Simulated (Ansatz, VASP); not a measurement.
# Cs2Cd2C5: VASP beside Ansatz

INCAR

```
PREC = Accurate
ENCUT = 520
EDIFF = 1E-7
ISMEAR = 0
SIGMA = 0.1
LREAL = F
LASPH = T
NELM = 80
ALGO = Normal
ISIF = 2
LWAVE = F
LCHARG = F
GGA = PE
NBANDS = 41
```

Contents of KPOINTS:

```
Automatic mesh
0
Gamma
  4 4 2
```

POSCAR

```
Cs2Cd2C5
1.0
    4.6328724000      0.0000000000      0.0000000000
    0.0000000000      4.6328724000      0.0000000000
    0.0000000000      0.0000000000      9.2435174800
Cs Cd C
2 2 5
Direct
    0.0000000000      0.0000000000      0.0000000000
    0.0000000000      0.0000000000      0.5000000000
    0.5000000000      0.5000000000      0.2566320000
    0.5000000000      0.5000000000      0.7433680000
    0.5000000000      0.0000000000      0.2209000000
    0.5000000000      0.0000000000      0.7791000000
    0.5000000000      0.5000000000      0.5000000000
    0.0000000000      0.5000000000      0.2209000000
    0.0000000000      0.5000000000      0.7791000000
```

Input for Ansatz:

```yaml
crystal:
  lattice:
    - [4.6328724, 0.0, 0.0]
    - [0.0, 4.6328724, 0.0]
    - [0.0, 0.0, 9.24351748]
  atoms:
    - { symbol: Cs, position: [0.0, 0.0, 0.0] }
    - { symbol: Cs, position: [0.0, 0.0, 0.5] }
    - { symbol: Cd, position: [0.5, 0.5, 0.256632] }
    - { symbol: Cd, position: [0.5, 0.5, 0.743368] }
    - { symbol: C, position: [0.5, 0.0, 0.2209] }
    - { symbol: C, position: [0.5, 0.0, 0.7791] }
    - { symbol: C, position: [0.5, 0.5, 0.5] }
    - { symbol: C, position: [0.0, 0.5, 0.2209] }
    - { symbol: C, position: [0.0, 0.5, 0.7791] }
basis:
  ecutwfc: 420
kpoints:
  mp_grid: { grid: [4, 4, 2] }
hamiltonian:
  xc: pbe
scf:
  occupations: { method: gaussian, width: 0.1 }
  lower_state_search: "off"
output:
  forces: true
  stress: true
  eigenvalues: true
```

Change from the starting cell: species swapped into the K2Bi2O5 type (P4/mmm, No. 123).

Alike in both runs: task single point; functional PBE; k mesh 4 × 4 × 2; occupations gaussian, width 0.1 eV; no spin polarisation.

```csv
,VASP,Ansatz
version,VASP 6.6.1,Ansatz 0.2.0
potentials or method,"VASP PAW PBE potentials, release 64 (Cs_sv, Cd, C), cutoff 520 eV","scalar-relativistic, plane waves, PAW"
valence electrons in the cell,62,78
```

Ansatz gave:

```
gap on the k mesh at the Fermi level (eV)                     : none
pressure (GPa)                                                : -1.3
traceless stress, the component that is largest in VASP (GPa) : 3.59
rms of the force components (eV/Å)                            : 0.063
```

**Question.** Estimate VASP's values.

**Answer.** gap on the k mesh at the Fermi level (eV): none; pressure (GPa): -1.0; traceless stress, the component that is largest in VASP (GPa): 3.51; rms of the force components (eV/Å): 0.059.

Atom by atom the forces differ by 0.006 eV/Å (rms over components). A gap of «none» marks a metal or a gap that the smearing closes. With one functional, cell and mesh, what is left measures potentials, basis and numerics. VASP's potentials hold 62 valence electrons a cell and Ansatz's 78, so a difference there can come from the potentials and not from the codes.

Neither program's run includes spin-orbit coupling.
